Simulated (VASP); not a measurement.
Here is a VASP 6.6.1 calculation.

Contents of INCAR:

```
PREC = Accurate
ENCUT = 520
EDIFF = 1E-6
ISMEAR = 0
SIGMA = 0.15
LREAL = F
LASPH = T
NELM = 100
ALGO = Fast
ISIF = 2
LWAVE = F
LCHARG = F
GGA = PS
NBANDS = 19
```

KPOINTS

```
Automatic mesh
0
Gamma
  14 14 14
```

The input POSCAR:

```
Ti
1.0
    0.0000000000     -3.2099008398      0.0000000000
   -3.2099008398      0.0000000000      0.0000000000
    0.0000000000      0.0000000000     -3.2099008398
Ti
2
Direct
    0.5229290572      0.5343935858      0.5000000000
   -0.0229290572     -0.0343935858      0.0000000000
```

Potentials or basis: VASP PAW PBE potentials, release 64 (Ti_sv).

Launch:

```bash
$ cat potpaw_PBE.64/Ti_sv/POTCAR > POTCAR
$ mpirun -np 1 vasp_std > vasp.out
```

Q: Estimate the largest force.

A: 1.476 eV/Å.

Q: Predict the band gap on the k mesh.

A: Zero (bands 12 and 13 overlap by 1.46 eV).

Forces on the atoms (eV/Å):
```
Ti   1.183  0.883  0.000
Ti  -1.183 -0.883  0.000
```

Caveat: the cell differs from its parent crystal (atoms displaced along several vibrational modes); the PAW data sets were made with another functional, which shifts forces and pressure a little.
